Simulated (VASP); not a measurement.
Write the native input for VASP 6.6.1 that does the following.

| Quantity | Value |
| --- | --- |
| Task | relaxation of cell and atoms |
| Functional | LDA |
| Potentials or basis | VASP PAW LDA potentials, release 64 (Pt) |
| Cutoff | 600 eV |
| k mesh | 24 × 24 × 24 |
| Occupations | fermi-dirac, width 0.1 eV |
| Spin | no spin polarisation |
| Dipole correction | no |
| Further INCAR settings | ALGO = Normal; EDIFF = 1e-06; IBRION = 2; EDIFFG = -0.002; NSW = 100; ISIF = 3 |

The structure of Pt lies in POSCAR:

```
Pt
1.0
    0.0000000000      1.9609000000      1.9609000000
    1.9609000000      0.0000000000      1.9609000000
    1.9609000000      1.9609000000      0.0000000000
Pt
1
Direct
    0.0000000000      0.0000000000      0.0000000000
```

The input as run:

INCAR

```
SYSTEM = Pt
  ALGO = Normal
  EDIFF = 1E-6
  EDIFFG = -0.002
  ENCUT = 600
  GGA = CA
  IBRION = 2
  ISIF = 3
  ISMEAR = -1
  LASPH = .True.
  LCHARG = .False.
  LREAL = .False.
  LWAVE = .False.
  NELM = 60
  NSW = 100
  PREC = Accurate
  SIGMA = 0.1
```

KPOINTS

```
k-points
0
Gamma
  24 24 24
  0 0 0
```

Potentials or basis: VASP PAW LDA potentials, release 64 (Pt).

Command:

```sh
$ cat potpaw_LDA.64/Pt/POTCAR > POTCAR
$ mpirun -np 1 vasp_std > vasp.out
```

Results of the run:

```
Relaxed volume                         : 14.82 Å³/atom
Relaxed cell                           : a = 2.757 Å, b = 2.757 Å, c = 2.757 Å, α = 60.00°, β = 60.00°, γ = 60.00°
Space group after relaxing (to 0.05 Å) : Fm-3m (No. 225)
Energy gained by relaxing              : 4.2 meV/atom
Ionic steps                            : 4
Pressure after relaxing                : 0.0 GPa
Band gap on the k mesh                 : zero (band 5 reaches 12.00 eV, above the bottom of band 6 at 9.70 eV)
```

Caveat: spin-orbit coupling is left out, which moves the levels of the heavy elements.

It took 43 s on 1 thread of Intel(R) Xeon(R) 6975P-C (Granite Rapids), on a shared host, peak memory 0.21 GiB.
